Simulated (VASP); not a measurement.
# AgGe3Sb6 (P-31m) in VASP: single point with PBE+D3(BJ)

Aim: the single point of AgGe3Sb6 with PBE+D3(BJ).

Everything below comes from runs of VASP 6.6.1. Logs are shortened: lines on timing, memory, paths and dates and some standing lists are left out, and cuts for length are marked.

### Step 1. The cell of the first run

Symmetry: P-31m, No. 162, trigonal system. Conventional cell: a = 6.601 Å, b = 6.601 Å, c = 6.968 Å, α = 90.00°, β = 90.00°, γ = 120.00°. Ag (site symmetry -3m) has 6 Sb at 2.94 Å and 2 Ge at 3.48 Å within 3.9 Å. Ge (site symmetry 32) has 6 Sb at 2.68 Å within 3.5 Å. Within 3.5 Å of Ge (site symmetry -3m) lie 6 Sb at 2.68 Å and 2 Ag at 3.48 Å. Within 3.5 Å of Sb (site symmetry m) lie 3 Ge at 2.68 Å and 1 Ag at 2.94 Å.

### Step 2. Single point, PBE+D3(BJ)

File INCAR:

```
  ALGO = Normal
  EDIFF = 1E-7
  ENCUT = 520
  GGA = PE
  ISIF = 2
  ISMEAR = 0
  IVDW = 12
  LASPH = T
  LCHARG = T
  LELF = T
  LREAL = F
  LVHAR = T
  LWAVE = F
  NBANDS = 52
  NELM = 100
  PREC = Accurate
  SIGMA = 0.1
```

File KPOINTS:

```
k-points
0
Gamma
  3 3 4
```

File POSCAR:

```
AgGe3Sb6
1.0
    6.6008437400      0.0000000000      0.0000000000
   -3.3004218700      5.7164983700      0.0000000000
    0.0000000000      0.0000000000      6.9684296800
Ag Ge Sb
1 3 6
Direct
    0.0000000000      0.0000000000      0.5000000000
    0.3333333300      0.6666666700      0.0000000000
    0.0000000000      0.0000000000      0.0000000000
    0.6666666700      0.3333333300      0.0000000000
    0.6666666700      0.0000000000      0.2201715600
    0.3333333300      0.3333333300      0.2201715600
    0.0000000000      0.6666666700      0.2201715600
    0.3333333300      0.0000000000      0.7798284400
    0.0000000000      0.3333333300      0.7798284400
    0.6666666700      0.6666666700      0.7798284400
```

Potentials or basis: VASP PAW PBE potentials, release 64 (Ag, Ge_d, Sb).

Started as:

```sh
$ cat potpaw_PBE.64/Ag/POTCAR potpaw_PBE.64/Ge_d/POTCAR potpaw_PBE.64/Sb/POTCAR > POTCAR
$ mpirun -np 1 vasp_std > vasp.out
```

OUTCAR:

```text
EDIFF = 1E-7
   ENCUT = 520
   GGA = PE
   ISIF = 2
   ISMEAR = 0
   IVDW = 12
   LASPH = T
   LREAL = F
   NELM = 100
   PREC = Accurate
 IVDW          = 12

 ion  position               nearest neighbor table
   1  0.000  0.000  0.500-   5 2.94   8 2.94   7 2.94   6 2.94   9 2.94  10 2.94
   2  0.333  0.667  0.000-   7 2.68   8 2.68   5 2.68   9 2.68  10 2.68   6 2.68
   3  0.000  0.000  0.000-   5 2.68   8 2.68   7 2.68   6 2.68   9 2.68  10 2.68
   4  0.667  0.333  0.000-   9 2.68   5 2.68   8 2.68   7 2.68   6 2.68  10 2.68
   5  0.667  0.000  0.220-   3 2.68   4 2.68   2 2.68   1 2.94   9 3.78  10 3.78   8 3.78
   6  0.333  0.333  0.220-   3 2.68   4 2.68   2 2.68   1 2.94   9 3.78   8 3.78  10 3.78
   7  0.000  0.667  0.220-   2 2.68   3 2.68   4 2.68   1 2.94  10 3.78   8 3.78   9 3.78
   8  0.333  0.000  0.780-   3 2.68   2 2.68   4 2.68   1 2.94   6 3.78   7 3.78   5 3.78
   9  0.000  0.333  0.780-   4 2.68   3 2.68   2 2.68   1 2.94   6 3.78   5 3.78   7 3.78
  10  0.667  0.667  0.780-   3 2.68   2 2.68   4 2.68   1 2.94   7 3.78   5 3.78   6 3.78

  LATTYP: Found a hexagonal cell.
 ALAT       =     6.6008437400
 C/A-ratio  =     1.0556877203

  Lattice vectors:

 A1 = (   6.6008437400,   0.0000000000,   0.0000000000)
 A2 = (  -3.3004218700,   5.7164983700,   0.0000000000)
 A3 = (   0.0000000000,   0.0000000000,   6.9684296800)

Analysis of symmetry for initial positions (statically):
=====================================================================
 Subroutine PRICEL returns:
 Original cell was already a primitive cell.

 Routine SETGRP: Setting up the symmetry group for a
 hexagonal supercell.

 Subroutine GETGRP returns: Found 12 space group operations
 (whereof 12 operations were pure point group operations)
 out of a pool of 24 trial point group operations.

The static configuration has the point symmetry D_3d.

Analysis of symmetry for dynamics (positions and initial velocities):
=====================================================================
 Subroutine PRICEL returns:
 Original cell was already a primitive cell.

 Routine SETGRP: Setting up the symmetry group for a
 hexagonal supercell.

 Subroutine GETGRP returns: Found 12 space group operations
 (whereof 12 operations were pure point group operations)
 out of a pool of 24 trial point group operations.

The dynamic configuration has the point symmetry D_3d.

 Subroutine INISYM returns: Found 12 space group operations
 (whereof 12 operations are pure point group operations),
 and found     1 'primitive' translations

----------------------------------------------------------------------------------------

                                     Primitive cell

  volume of cell :     262.9447

  direct lattice vectors                    reciprocal lattice vectors
     6.600843740  0.000000000  0.000000000     0.151495784  0.087466132  0.000000000
    -3.300421870  5.716498370  0.000000000     0.000000000  0.174932264  0.000000000
     0.000000000  0.000000000  6.968429680     0.000000000  0.000000000  0.143504354

  length of vectors
     6.600843740  6.600843744  6.968429680     0.174932264  0.174932264  0.143504354

  position of ions in fractional coordinates (direct lattice)
     0.000000000  0.000000000  0.500000000
     0.333333330  0.666666670  0.000000000
     0.000000000  0.000000000  0.000000000
     0.666666670  0.333333330  0.000000000
     0.666666670  0.000000000  0.220171560
     0.333333330  0.333333330  0.220171560
     0.000000000  0.666666670  0.220171560
     0.333333330  0.000000000  0.779828440
     0.000000000  0.333333330  0.779828440
     0.666666670  0.666666670  0.779828440

  ion indices of the primitive-cell ions
   primitive index   ion index
                 1           1
                 2           2
                 3           3
                 4           4
                 5           5
                 6           6
                 7           7
                 8           8
                 9           9
                10          10

----------------------------------------------------------------------------------------

 KPOINTS: k-points

Automatic generation of k-mesh.
 Grid dimensions read from file:
 generate k-points for:    3    3    4

 Generating k-lattice:

  Cartesian coordinates                     Fractional coordinates (reciprocal lattice)
     0.050498595  0.029155377  0.000000000     0.333333333 -0.000000000  0.000000000
     0.000000000  0.058310755  0.000000000     0.000000000  0.333333333  0.000000000
     0.000000000  0.000000000  0.035876089     0.000000000  0.000000000  0.250000000

  Length of vectors
     0.058310755  0.058310755  0.035876089

  Shift w.r.t. Gamma in fractional coordinates (k-lattice)
     0.000000000  0.000000000  0.000000000

 Subroutine IBZKPT returns following result:
 ===========================================

 Found     10 irreducible k-points:

 Following reciprocal coordinates:
            Coordinates               Weight
  0.000000  0.000000  0.000000      1.000000
  0.333333  0.000000  0.000000      6.000000
  0.333333  0.333333  0.000000      2.000000
  0.000000  0.000000  0.250000      2.000000
  0.333333  0.000000  0.250000     12.000000
  0.333333  0.333333  0.250000      2.000000
 -0.333333 -0.333333  0.250000      2.000000
  0.000000  0.000000  0.500000      1.000000
  0.333333  0.000000  0.500000      6.000000
  0.333333  0.333333  0.500000      2.000000
   k-points           NKPTS =     10   k-points in BZ     NKDIM =     10   number of bands    NBANDS=     52
   number of dos      NEDOS =    301   number of ions     NIONS =     10
   total plane-waves  NPLWV = 135000
   dimension x,y,z NGX =    50 NGY =   50 NGZ =   54
   dimension x,y,z NGXF=   100 NGYF=  100 NGZF=  108
   ions per type =               1   3   6
   NGX,Y,Z   is equivalent  to a cutoff of  12.59, 12.59, 12.88 a.u.
   NGXF,Y,Z  is equivalent  to a cutoff of  25.19, 25.19, 25.77 a.u.
 SYSTEM =  unknown system
   PREC   = accura    normal or accurate (medium, high low for compatibility)
   ISTART =      0    job   : 0-new  1-cont  2-samecut
   ICHARG =      2    charge: 1-file 2-atom 10-const
   ISPIN  =      1    spin polarized calculation?
   LNONCOLLINEAR =      F non collinear calculations
   LSORBIT =      F    spin-orbit coupling
   LASPH  =      T    aspherical Exc in radial PAW
   ENCUT  =  520.0 eV  38.22 Ry    6.18 a.u.  12.27 12.27 12.96*2*pi/ulx,y,z
   NELM   =    100;   NELMIN=  2; NELMDL= -5     # of ELM steps
   EDIFF  = 0.1E-06   stopping-criterion for ELM
   LREAL  =      F    real-space projection
   EDIFFG = 0.1E-05   stopping-criterion for IOM
   NSW    =      0    number of steps for IOM
   IBRION =     -1    ionic relax: 0-MD 1-quasi-New 2-CG
   NFREE  =      0    steps in history (QN), initial steepest desc. (CG)
   ISIF   =      2    stress and relaxation
   ISYM   =      2    0-nonsym 1-usesym 2-fastsym
   POTIM  = 0.5000    time-step for ionic-motion
   TEBEG  =    0.0;   TEEND  =   0.0 temperature during run
   PSTRESS=    0.0 pullay stress
   NELECT =      83.0000    total number of electrons
   NUPDOWN=      -1.0000    fix difference up-down
   EMIN   =  10.00;   EMAX   =-10.00  energy-range for DOS
   EFERMI =   0.00;   METHOD = LEGACY
   ISMEAR =     0;   SIGMA  =   0.10  broadening in eV -4-tet -1-fermi 0-gaus
   EFERMI_NEDOS =   21; number of points for ismear=-14 and -15
   IALGO  =     38    algorithm
   IMIX   =      4    mixing-type and parameters
     AMIX     =   0.40;   BMIX     =  1.00
     AMIX_MAG =   1.60;   BMIX_MAG =  1.00
  volume/ion in A,a.u.               =      26.29       177.44
  Fermi-wavevector in a.u.,A,eV,Ry     =   1.114669  2.106420 16.905071  1.242488
  Thomas-Fermi vector in A             =   2.251267
   LORBIT       =      0    0 simple, 1 ext, 2 COOP (PROOUT), +10 PAW based schemes
   GGA     = PE    functional components
   LHFCALC =     F    Hartree Fock is set to
   AEXX    =    0.0000 exact exchange contribution
   IVDW    =    12    specifies the selected vdW correction
   LEPSILON=     F    determine dielectric tensor
   LRPA    =     F    only Hartree local field effects (RPA)
 non-spin polarized calculation
 Gauss-broadening in eV      SIGMA  =   0.10
  energy-cutoff  :      520.00
  volume of cell :      262.94
 maximum number of plane-waves:      7142
 NGX is ok and might be reduce to    50
   NGX = 25   NGY = 25   NGZ = 25

 number of electron      83.0000016 magnetization

 Free energy of the ion-electron system (eV)
  ---------------------------------------------------
  ext. energy  EPLUGINS =         0.00000000
  ---------------------------------------------------
  free energy    TOTEN  =       -36.38060093 eV

  energy without entropy =      -36.31966142  energy(sigma->0) =      -36.35013118

 E-fermi :   6.6483     XC(G=0):  -9.7939

 val. band max:        6.6210483217   @ k =   0.0000   0.0000   0.2500
 cond. band min:       6.6541112149   @ k =   0.3333   0.3333   0.2500
 fundamental gap:      0.0330628932
 Fermi energy:         6.6482926093

 k-point     1 :       0.0000    0.0000    0.0000
  band No.  band energies     occupation
      1     -18.1452      2.00000
      2     -18.1452      2.00000
      3     -18.1420      2.00000
      4     -18.1420      2.00000
      5     -18.1106      2.00000
      6     -18.1102      2.00000
[... 44 lines left out ...]
     51      11.6867      0.00000
     52      12.3063      0.00000

 k-point     2 :       0.3333    0.0000    0.0000
  band No.  band energies     occupation
      1     -18.1479      2.00000
      2     -18.1466      2.00000
      3     -18.1407      2.00000
      4     -18.1396      2.00000
      5     -18.1117      2.00000
      6     -18.1114      2.00000
[... 44 lines left out ...]
     51      10.6514      0.00000
     52      10.8054      0.00000
[... 383 lines left out ...]
     51      10.3859      0.00000
     52      10.9106      0.00000

 k-point    10 :       0.3333    0.3333    0.5000
  band No.  band energies     occupation
      1     -18.1494      2.00000
      2     -18.1440      2.00000
      3     -18.1440      2.00000
      4     -18.1377      2.00000
      5     -18.1125      2.00000
      6     -18.1109      2.00000
[... 44 lines left out ...]
     51      10.6739      0.00000
     52      10.6776      0.00000

------------------------ aborting loop because EDIFF is reached ----------------------------------------

 Edisp (eV)   -4.26299

 E8    (eV) :    -1.9510

  FORCE on cell =-STRESS in cart. coord.  units (eV):
  Direction    XX          YY          ZZ          XY          YZ          ZX
  --------------------------------------------------------------------------------------
  -------------------------------------------------------------------------------------
  Total       5.67421     5.67421    15.80314     0.00000     0.00000     0.00000
  in kB      34.57418    34.57418    96.29184     0.00000     0.00000     0.00000
  external pressure =       55.15 kB  Pullay stress =        0.00 kB

 VOLUME and BASIS-vectors are now :
 -----------------------------------------------------------------------------
  energy-cutoff  :      520.00
  volume of cell :      262.94
      direct lattice vectors                 reciprocal lattice vectors
     6.600843740  0.000000000  0.000000000     0.151495784  0.087466132  0.000000000
    -3.300421870  5.716498370  0.000000000     0.000000000  0.174932264  0.000000000
     0.000000000  0.000000000  6.968429680     0.000000000  0.000000000  0.143504354

 POSITION                                       TOTAL-FORCE (eV/Angst)
 -----------------------------------------------------------------------------------
      0.00000      0.00000      3.48421        -0.000000      0.000000      0.000000
     -0.00000      3.81100      0.00000        -0.000000      0.000000     -0.000000
      0.00000      0.00000      0.00000        -0.000000      0.000000      0.000000
      3.30042      1.90550      0.00000        -0.000000     -0.000000     -0.000000
      4.40056      0.00000      1.53425        -0.066956     -0.000000      2.161062
      1.10014      1.90550      1.53425         0.033478      0.057985      2.161062
     -2.20028      3.81100      1.53425         0.033478     -0.057985      2.161062
      2.20028      0.00000      5.43418         0.066956      0.000000     -2.161062
     -1.10014      1.90550      5.43418        -0.033478      0.057985     -2.161062
      2.20028      3.81100      5.43418        -0.033478     -0.057985     -2.161062
 -----------------------------------------------------------------------------------
    total drift:                               -0.000000      0.000000     -0.000000

  FREE ENERGIE OF THE ION-ELECTRON SYSTEM (eV)
  ---------------------------------------------------
  free  energy   TOTEN  =       -40.6435896786 eV

  energy  without entropy=      -40.5826501704  energy(sigma->0) =      -40.61311992
```

Run time: 1.9 min. Hardware: 1 thread of AMD EPYC 9R45 (Zen 5), shared host; peak memory 0.41 GiB.

What came out:

* Free energy: -40.6436 eV
* Pressure: 5.5 GPa
* Largest force: 2.162 eV/Å
* Dispersion energy per atom: -0.426 eV

Forces on the atoms (eV/Å):
```
Ag   0.000  0.000  0.000
Ge   0.000  0.000  0.000
Ge   0.000  0.000  0.000
Ge   0.000  0.000  0.000
Sb  -0.067  0.000  2.161
Sb   0.033  0.058  2.161
Sb   0.033 -0.058  2.161
Sb   0.067  0.000 -2.161
Sb  -0.033  0.058 -2.161
Sb  -0.033 -0.058 -2.161
```

Stress tensor (GPa, compression positive):
```
3.46 0.00 0.00
0.00 3.46 0.00
0.00 0.00 9.63
```

Caveat: the k points lie up to 0.37 Å⁻¹ apart; spin-orbit coupling is left out, which moves the levels of the heavy elements; pairwise dispersion overbinds metals, which lowers pressure and volume; forces of over 1 eV/Å act on the atoms, so gaps and moduli don't describe the material at rest.
